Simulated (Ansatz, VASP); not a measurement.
One calculation of KBr, two programs

```xyz
2
Lattice="0.0000 3.6883 3.6883 3.6883 0.0000 3.6883 3.6883 3.6883 0.0000" Properties=species:S:1:pos:R:3 pbc="T T T"
K     0.0000    0.0000    0.0000
Br    1.8441    1.8441    1.8441
```

Alike in both runs: task single point; functional HSE06; k mesh 4 × 4 × 4; no spin polarisation.

|  | VASP | Ansatz |
| --- | --- | --- |
| version | VASP 6.6.1 | Ansatz 0.2.0 |
| potentials or method | VASP PAW PBE potentials, release 64 (K_sv, Br) | plane waves, PAW |
| plane-wave cutoff (eV) | 520 | 420 |
| occupations | gaussian, width 0.01 eV | fixed |
| valence electrons in the cell | 16 | 16 |

```tsv
	VASP	Ansatz	Ansatz less VASP
gap on the k mesh at the Fermi level (eV)	5.39	5.39	+0.001
pressure (GPa)	0.2	0.1	-0.01
```

Ansatz's warnings: stress exchange threshold loose, stress scf threshold loose, xc potential rough in thin density.
